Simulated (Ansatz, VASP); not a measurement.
# Two plane-wave programs on Te2Mo

The input INCAR:

```
SYSTEM = Te2Mo
  PREC = Accurate
  ENCUT = 520
  EDIFF = 1E-6
  ISMEAR = 0
  SIGMA = 0.05
  LREAL = .False.
  LASPH = .True.
  NELM = 60
  ALGO = Normal
  ISIF = 2
  LWAVE = .False.
  LCHARG = .False.
  GGA = PE
  NBANDS = 35
```

KPOINTS

```
Automatic mesh
0
Gamma
  9 9 1
  0 0 0
```

The input POSCAR:

```
Te2Mo
1.0
    3.5549909197      0.0000000000      0.0000000000
   -1.7774954599      3.0787124467      0.0000000000
    0.0000000000      0.0000000000     35.0365360304
Te Mo
4 2
Direct
    0.3333333333      0.6666666667      0.4476193085
    0.2992966782      0.6666666667      0.9483984951
    0.3673699885      0.6666666667      0.0516015049
    0.3333333333      0.6666666667      0.5523806915
    0.0000000000      0.0000000000      0.0000000000
    0.0000000000      0.0000000000      0.5000000000
```

Input for Ansatz:

```yaml
crystal:
  lattice:
    - [3.5549909197, 0.0, 0.0]
    - [-1.7774954599, 3.0787124467, 0.0]
    - [0.0, 0.0, 35.0365360304]
  atoms:
    - { symbol: Te, position: [0.3333333333, 0.6666666667, 0.4476193085] }
    - { symbol: Te, position: [0.2992966782, 0.6666666667, 0.9483984951] }
    - { symbol: Te, position: [0.3673699885, 0.6666666667, 0.0516015049] }
    - { symbol: Te, position: [0.3333333333, 0.6666666667, 0.5523806915] }
    - { symbol: Mo, position: [0.0, 0.0, 0.0] }
    - { symbol: Mo, position: [0.0, 0.0, 0.5] }
basis:
  ecutwfc: 420
kpoints:
  mp_grid: { grid: [9, 9, 1] }
hamiltonian:
  xc: pbe
  pseudopotentials: { kind: paw, azcp: { folder: soft_1 } }
scf:
  occupations: { method: gaussian, width: 0.05 }
output:
  forces: true
  stress: true
  eigenvalues: true
```

Change from the starting cell: mode 7 frozen in at -0.121 Å and mode 12 at -0.027 Å (largest displacements).

Alike in both runs: task single point; functional PBE; k mesh 9 × 9 × 1; occupations gaussian, width 0.05 eV; no spin polarisation.

|  | VASP | Ansatz |
| --- | --- | --- |
| version | VASP 6.6.1 | Ansatz 0.2.0 |
| potentials or method | VASP PAW PBE potentials, release 64 (Te, Mo_sv), cutoff 520 eV | scalar-relativistic, plane waves, PAW |
| valence electrons in the cell | 52 | 92 |

```csv
,VASP,Ansatz,Ansatz less VASP
gap on the k mesh at the Fermi level (eV),1.02,1.02,+0.002
least direct gap on the mesh (eV),1.02,1.02,+0.002
rms of the force components (eV/Å),0.277,0.278,+0.0013
```

Atom by atom the forces differ by 0.006 eV/Å (rms over components). VASP's potentials hold 52 valence electrons a cell and Ansatz's 92, so a difference there can come from the potentials and not from the codes.

Spin-orbit coupling is off throughout.
